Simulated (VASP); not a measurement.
Here is a VASP 6.6.1 calculation.

POSCAR

```
BN
1.0
    0.0000000000      1.7866329734      1.7866329734
    1.7866329734      0.0000000000      1.7866329734
    1.7866329734      1.7866329734      0.0000000000
B N
1 1
Direct
    0.0000000000      0.0000000000      0.0000000000
    0.2500000000      0.2500000000      0.2500000000
```

File INCAR.step1:

```
PREC = Accurate
ENCUT = 520
ISMEAR = 0
SIGMA = 0.02
LREAL = False
LASPH = True
NELM = 80
NBANDS = 11
GGA = PE
ALGO = Normal
EDIFF = 1E-4
LWAVE = True
LCHARG = False
```

INCAR.step2

```
PREC = Accurate
ENCUT = 520
EDIFF = 1E-6
ISMEAR = 0
SIGMA = 0.02
LREAL = False
LASPH = True
NELM = 80
ALGO = Normal
ISIF = 2
LWAVE = False
LCHARG = True
METAGGA = R2SCAN
LMIXTAU = True
LELF = True
LVHAR = True
NBANDS = 11
ISTART = 1
```

File KPOINTS:

```
Automatic mesh
0
Gamma
  12 12 12
```

Potentials or basis: VASP PAW PBE potentials, release 64 (B, N).

Run with:

```console
$ cat potpaw_PBE.64/B/POTCAR potpaw_PBE.64/N/POTCAR > POTCAR
$ cp INCAR.step1 INCAR
$ mpirun -np 1 vasp_std > vasp.out
$ cp INCAR.step2 INCAR
$ mpirun -np 1 vasp_std > vasp.out
```

(1) Predict the pressure.

(2) Predict the band gap on the k mesh.

## Answers

(1) 13.9 GPa.

(2) 5.02 eV, indirect (least direct gap 9.70 eV).

Caveat: the PAW data sets were made with another functional, which shifts forces and pressure a little.
